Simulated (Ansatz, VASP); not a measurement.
## CdTe: VASP beside Ansatz

The input INCAR:

```
  PREC = Accurate
  ENCUT = 520
  EDIFF = 1E-7
  ISMEAR = 0
  SIGMA = 0.01
  LREAL = False
  LASPH = True
  NELM = 80
  ALGO = Normal
  ISIF = 2
  LWAVE = False
  LCHARG = False
  GGA = PE
  NBANDS = 16
```

The input KPOINTS:

```
Automatic mesh
0
Gamma
  6 6 6
```

Contents of POSCAR:

```
CdTe
1.0
    0.0000000000      3.3431748532      3.3431748532
    3.3431748532      0.0000000000      3.3431748532
    3.3431748532      3.3431748532      0.0000000000
Cd Te
1 1
Direct
    0.0000000000      0.0000000000      0.0000000000
    0.2500000000      0.2500000000      0.2500000000
```

Input for Ansatz:

```yaml
crystal:
  lattice:
    - [0.0, 3.3431748532, 3.3431748532]
    - [3.3431748532, 0.0, 3.3431748532]
    - [3.3431748532, 3.3431748532, 0.0]
  atoms:
    - { symbol: Cd, position: [0.0, 0.0, 0.0] }
    - { symbol: Te, position: [0.25, 0.25, 0.25] }
kpoints:
  mp_grid: { grid: [6, 6, 6] }
hamiltonian:
  xc: pbe
scf:
  occupations: { method: fixed }
  n_extra_bands: 4
output:
  forces: true
  stress: true
  eigenvalues: true
```

Alike in both runs: task single point; functional PBE; k mesh 6 × 6 × 6; no spin polarisation.

```csv
,VASP,Ansatz
version,VASP 6.6.1,Ansatz 0.2.0
potentials or method,"VASP PAW PBE potentials, release 64 (Cd, Te)","plane waves, PAW"
plane-wave cutoff (eV),520,420
occupations,"gaussian, width 0.01 eV",fixed
valence electrons in the cell,18,36
```

Ansatz gave:

* gap on the k mesh at the Fermi level (eV): 0.49
* pressure (GPa): -1.0

Task: What did VASP give for the same quantities?

Result: gap on the k mesh at the Fermi level (eV): 0.49; pressure (GPa): -0.9.

VASP's potentials hold 18 valence electrons a cell and Ansatz's 36, so a difference there can come from the potentials and not from the codes.

Spin-orbit coupling is off throughout.
